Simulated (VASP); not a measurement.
# BN (I-4m2) in VASP: notebook

BN is run at these levels: LDA; tasks: single point.

All numbers are computed with VASP 6.6.1; they aren't measurements. Logs are shortened: lines on timing, memory, paths and dates and some standing lists are left out, and cuts for length are marked.

## (1) The cell of the first run

Symmetry: I-4m2, No. 119, tetragonal system. The conventional cell has a = 2.556 Å, b = 2.556 Å, c = 3.579 Å, α = 90.00°, β = 90.00°, γ = 90.00°. Within 2.1 Å of B (site symmetry -4m2) lie 4 N at 1.56 Å. N (site symmetry -4m2) has 4 B at 1.56 Å within 2.1 Å.

## (2) Single point, LDA (zz strain of -1 %)

File INCAR:

```
SYSTEM = BN
  PREC = Accurate
  ENCUT = 520
  EDIFF = 1E-6
  ISMEAR = -1
  SIGMA = 0.02
  LREAL = .FALSE.
  LASPH = .TRUE.
  NELM = 60
  ALGO = Normal
  ISIF = 2
  LWAVE = .FALSE.
  LCHARG = .FALSE.
  GGA = CA
  NBANDS = 11
```

File KPOINTS:

```
regular mesh
0
G
  11 11 11
  0 0 0
```

File POSCAR:

```
BN
1.0
    0.0000000000      1.8075000000      1.7894250000
    1.8075000000      0.0000000000      1.7894250000
    1.8075000000      1.8075000000      0.0000000000
B N
1 1
Direct
    0.0000000000      0.0000000000      0.0000000000
    0.7500000000      0.7500000000      0.7500000000
```

Potentials or basis: VASP PAW LDA potentials, release 64 (B, N).

Started as:

```console
$ cat potpaw_LDA.64/B/POTCAR potpaw_LDA.64/N/POTCAR > POTCAR
$ mpirun -np 1 vasp_std > vasp.out
```

OUTCAR:

```text
SYSTEM = BN
   PREC = Accurate
   ENCUT = 520
   EDIFF = 1E-6
   ISMEAR = -1
   LREAL = .FALSE.
   LASPH = .TRUE.
   NELM = 60
   ISIF = 2
   GGA = CA

 ion  position               nearest neighbor table
   1  0.000  0.000  0.000-   2 1.56   2 1.56   2 1.56   2 1.56
   2  0.750  0.750  0.750-   1 1.56   1 1.56   1 1.56   1 1.56

  LATTYP: Found a body centered tetragonal cell.
 ALAT       =     2.5561910140
 C/A-ratio  =     1.4000714267

  Lattice vectors:

 A1 = (   0.0000000000,  -1.8075000000,  -1.7894250000)
 A2 = (   0.0000000000,   1.8075000000,  -1.7894250000)
 A3 = (   1.8075000000,   0.0000000000,   1.7894250000)

Analysis of symmetry for initial positions (statically):
=====================================================================
 Subroutine PRICEL returns:
 Original cell was already a primitive cell.

 Routine SETGRP: Setting up the symmetry group for a
 body centered tetragonal supercell.

 Subroutine GETGRP returns: Found  8 space group operations
 (whereof  8 operations were pure point group operations)
 out of a pool of 16 trial point group operations.

The static configuration has the point symmetry D_2d.

Analysis of symmetry for dynamics (positions and initial velocities):
=====================================================================
 Subroutine PRICEL returns:
 Original cell was already a primitive cell.

 Routine SETGRP: Setting up the symmetry group for a
 body centered tetragonal supercell.

 Subroutine GETGRP returns: Found  8 space group operations
 (whereof  8 operations were pure point group operations)
 out of a pool of 16 trial point group operations.

The dynamic configuration has the point symmetry D_2d.

 Subroutine INISYM returns: Found  8 space group operations
 (whereof  8 operations are pure point group operations),
 and found     1 'primitive' translations

----------------------------------------------------------------------------------------

                                     Primitive cell

  volume of cell :      11.6923

  direct lattice vectors                    reciprocal lattice vectors
     0.000000000  1.807500000  1.789425000    -0.276625173  0.276625173  0.279419367
     1.807500000  0.000000000  1.789425000     0.276625173 -0.276625173  0.279419367
     1.807500000  1.807500000  0.000000000     0.276625173  0.276625173 -0.279419367

  length of vectors
     2.543442172  2.543442172  2.556191014     0.480747496  0.480747496  0.480747496

  position of ions in fractional coordinates (direct lattice)
     0.000000000  0.000000000  0.000000000
     0.750000000  0.750000000  0.750000000

  ion indices of the primitive-cell ions
   primitive index   ion index
                 1           1
                 2           2

----------------------------------------------------------------------------------------

 KPOINTS: regular mesh

Automatic generation of k-mesh.
 Grid dimensions read from file:
 generate k-points for:   11   11   11

 Generating k-lattice:

  Cartesian coordinates                     Fractional coordinates (reciprocal lattice)
    -0.025147743  0.025147743  0.025401761     0.090909091  0.000000000  0.000000000
     0.025147743 -0.025147743  0.025401761     0.000000000  0.090909091  0.000000000
     0.025147743  0.025147743 -0.025401761    -0.000000000 -0.000000000  0.090909091

  Length of vectors
     0.043704318  0.043704318  0.043704318

  Shift w.r.t. Gamma in fractional coordinates (k-lattice)
     0.000000000  0.000000000  0.000000000

 Subroutine IBZKPT returns following result:
 ===========================================

 Found    126 irreducible k-points:

 Following reciprocal coordinates:
            Coordinates               Weight
  0.000000  0.000000  0.000000      1.000000
  0.090909  0.000000  0.000000      8.000000
  0.181818  0.000000  0.000000      8.000000
  0.272727  0.000000  0.000000      8.000000
  0.363636  0.000000  0.000000      8.000000
  0.454545  0.000000  0.000000      8.000000
[... 16 lines left out ...]
 -0.272727  0.181818  0.000000      8.000000
 -0.181818  0.181818  0.000000      4.000000
 [... further k-points ...]
   k-points           NKPTS =    126   k-points in BZ     NKDIM =    126   number of bands    NBANDS=     11
   number of dos      NEDOS =    301   number of ions     NIONS =      2
   total plane-waves  NPLWV =   8000
   dimension x,y,z NGX =    20 NGY =   20 NGZ =   20
   dimension x,y,z NGXF=    40 NGYF=   40 NGZF=   40
   ions per type =               1   1
   NGX,Y,Z   is equivalent  to a cutoff of  13.07, 13.07, 13.01 a.u.
   NGXF,Y,Z  is equivalent  to a cutoff of  26.15, 26.15, 26.01 a.u.
 SYSTEM =  BN
   PREC   = accura    normal or accurate (medium, high low for compatibility)
   ISTART =      0    job   : 0-new  1-cont  2-samecut
   ICHARG =      2    charge: 1-file 2-atom 10-const
   ISPIN  =      1    spin polarized calculation?
   LNONCOLLINEAR =      F non collinear calculations
   LSORBIT =      F    spin-orbit coupling
   LASPH  =      T    aspherical Exc in radial PAW
   ENCUT  =  520.0 eV  38.22 Ry    6.18 a.u.   4.73  4.73  4.75*2*pi/ulx,y,z
   NELM   =     60;   NELMIN=  2; NELMDL= -5     # of ELM steps
   EDIFF  = 0.1E-05   stopping-criterion for ELM
   LREAL  =      F    real-space projection
   EDIFFG = 0.1E-04   stopping-criterion for IOM
   NSW    =      0    number of steps for IOM
   IBRION =     -1    ionic relax: 0-MD 1-quasi-New 2-CG
   NFREE  =      0    steps in history (QN), initial steepest desc. (CG)
   ISIF   =      2    stress and relaxation
   ISYM   =      2    0-nonsym 1-usesym 2-fastsym
   POTIM  = 0.5000    time-step for ionic-motion
   TEBEG  =    0.0;   TEEND  =   0.0 temperature during run
   PSTRESS=    0.0 pullay stress
   NELECT =       8.0000    total number of electrons
   NUPDOWN=      -1.0000    fix difference up-down
   EMIN   =  10.00;   EMAX   =-10.00  energy-range for DOS
   EFERMI =   0.00;   METHOD = LEGACY
   ISMEAR =    -1;   SIGMA  =   0.02  broadening in eV -4-tet -1-fermi 0-gaus
   EFERMI_NEDOS =   21; number of points for ismear=-14 and -15
   IALGO  =     38    algorithm
   IMIX   =      4    mixing-type and parameters
     AMIX     =   0.40;   BMIX     =  1.00
     AMIX_MAG =   1.60;   BMIX_MAG =  1.00
  volume/ion in A,a.u.               =       5.85        39.45
  Fermi-wavevector in a.u.,A,eV,Ry     =   1.442574  2.726070 28.313996  2.081020
  Thomas-Fermi vector in A             =   2.561079
   LORBIT       =      0    0 simple, 1 ext, 2 COOP (PROOUT), +10 PAW based schemes
   GGA     = CA    functional components
   LHFCALC =     F    Hartree Fock is set to
   AEXX    =    0.0000 exact exchange contribution
   IVDW    =     0    specifies the selected vdW correction
   LEPSILON=     F    determine dielectric tensor
   LRPA    =     F    only Hartree local field effects (RPA)
 non-spin polarized calculation
  energy-cutoff  :      520.00
  volume of cell :       11.69
 maximum number of plane-waves:       331
   NGX =  9   NGY =  9   NGZ =  9

 number of electron       7.9999999 magnetization

 Free energy of the ion-electron system (eV)
  ---------------------------------------------------
  ext. energy  EPLUGINS =         0.00000000
  ---------------------------------------------------
  free energy    TOTEN  =       -19.40892456 eV

  energy without entropy =      -19.40892456  energy(sigma->0) =      -19.40892456

 E-fermi :   8.0944     XC(G=0): -13.1533

 val. band max:        7.5812391940   @ k =   0.0000   0.0000   0.0000
 cond. band min:      11.8622887047   @ k =   0.4545   0.4545   0.0000
 fundamental gap:      4.2810495107
 Fermi energy:         8.0943667992

 k-point     1 :       0.0000    0.0000    0.0000
  band No.  band energies     occupation
      1     -12.6685      2.00000
      2       7.4822      2.00000
      3       7.4822      2.00000
      4       7.5812      2.00000
      5      16.1995      0.00000
      6      16.2707      0.00000
      7      16.2707      0.00000
      8      18.1182      0.00000
      9      32.1959      0.00000
     10      35.1653      0.00000
     11      35.6113      0.00000

 k-point     2 :       0.0909    0.0000    0.0000
  band No.  band energies     occupation
      1     -12.4650      2.00000
      2       6.4447      2.00000
      3       7.2607      2.00000
      4       7.3378      2.00000
      5      16.4830      0.00000
      6      16.5947      0.00000
      7      16.5956      0.00000
      8      18.7372      0.00000
      9      31.8651      0.00000
     10      32.7033      0.00000
     11      33.0529      0.00000

 k-point     3 :       0.1818    0.0000    0.0000
  band No.  band energies     occupation
      1     -11.8634      2.00000
      2       4.0608      2.00000
      3       6.7416      2.00000
      4       6.8389      2.00000
      5      16.9281      0.00000
      6      17.3013      0.00000
      7      17.3031      0.00000
      8      20.1296      0.00000
      9      31.1195      0.00000
     10      31.1993      0.00000
     11      31.4936      0.00000

 k-point     4 :       0.2727    0.0000    0.0000
  band No.  band energies     occupation
      1     -10.8968      2.00000
      2       1.3430      2.00000
      3       6.1772      2.00000
      4       6.2990      2.00000
      5      17.3187      0.00000
      6      17.8793      0.00000
      7      17.9349      0.00000
      8      21.4052      0.00000
      9      30.6175      0.00000
     10      31.1217      0.00000
     11      31.2743      0.00000
[... 239 lines left out ...]
 k-point    22 :      -0.3636    0.1818    0.0000
  band No.  band energies     occupation
      1      -8.3037      2.00000
      2      -1.8644      2.00000
      3       2.9938      2.00000
      4       5.0067      2.00000
      5      16.7946      0.00000
      6      19.6294      0.00000
      7      20.0337      0.00000
      8      23.0351      0.00000
      9      28.3774      0.00000
     10      31.3048      0.00000
     11      34.1706      0.00000

 k-point    23 :      -0.2727    0.1818    0.0000
  band No.  band energies     occupation
      1      -9.4767      2.00000
      2       0.0395      2.00000
      3       3.0429      2.00000
      4       5.6885      2.00000
      5      17.5329      0.00000
      6      18.9307      0.00000
      7      19.5297      0.00000
      8      22.0024      0.00000
      9      29.3133      0.00000
     10      29.3339      0.00000
     11      34.1495      0.00000

 k-point    24 :      -0.1818    0.1818    0.0000
  band No.  band energies     occupation
      1     -10.5916      2.00000
      2       2.0063      2.00000
      3       3.7695      2.00000
      4       6.3847      2.00000
      5      18.0462      0.00000
      6      18.0560      0.00000
      7      18.6312      0.00000
      8      21.1298      0.00000
      9      28.6465      0.00000
     10      29.5489      0.00000
     11      34.2204      0.00000

 [... further k-points ...]
[... 5 lines left out ...]
  --------------------------------------------------------------------------------------
  -------------------------------------------------------------------------------------
  Total       -0.6109619     -0.6109619     -0.1618401      0.0000000      0.0000000      0.0000000
  in kB      -83.7191125    -83.7191125    -22.1766868      0.0000000      0.0000000      0.0000000
  external PRESSURE =     -63.2049706 kB  Pullay stress =       0.0000000 kB

 VOLUME and BASIS-vectors are now :
 -----------------------------------------------------------------------------
  energy-cutoff  :      520.00
  volume of cell :       11.69
      direct lattice vectors                 reciprocal lattice vectors
     0.000000000  1.807500000  1.789425000    -0.276625173  0.276625173  0.279419367
     1.807500000  0.000000000  1.789425000     0.276625173 -0.276625173  0.279419367
     1.807500000  1.807500000  0.000000000     0.276625173  0.276625173 -0.279419367

 POSITION                                       TOTAL-FORCE (eV/Angst)
 -----------------------------------------------------------------------------------
      0.00000      0.00000      0.00000        -0.000000     -0.000000      0.000000
      2.71125      2.71125      2.68414         0.000000      0.000000     -0.000000
 -----------------------------------------------------------------------------------
    total drift:                                0.000001      0.000001     -0.000000

  FREE ENERGIE OF THE ION-ELECTRON SYSTEM (eV)
  ---------------------------------------------------
  free  energy   TOTEN  =       -19.4089245626 eV

  energy  without entropy=      -19.4089245626  energy(sigma->0) =      -19.40892456
```

Run time: 11 s. Hardware: 1 thread of Intel Xeon Platinum 8488C (Sapphire Rapids), shared host; peak memory 0.12 GiB.

What came out:

| Property | Result |
| --- | --- |
| Free energy | -19.4089 eV |
| Pressure | -6.3 GPa |
| Band gap on the k mesh | 4.28 eV, indirect (least direct gap 8.62 eV) |

Levels at points of the mesh, in eV from the valence-band top:
```csv
k point,band 1,band 2,band 3,band 4,band 5,band 6,band 7,band 8,band 9
"(0.00, 0.00, 0.00)",-20.25,-0.10,-0.10,0.00,8.62,8.69,8.69,10.54,24.61
```

Caveat: the cell differs from its parent crystal (zz strain of -1 %).

(Part 1 of 2 ends here.)
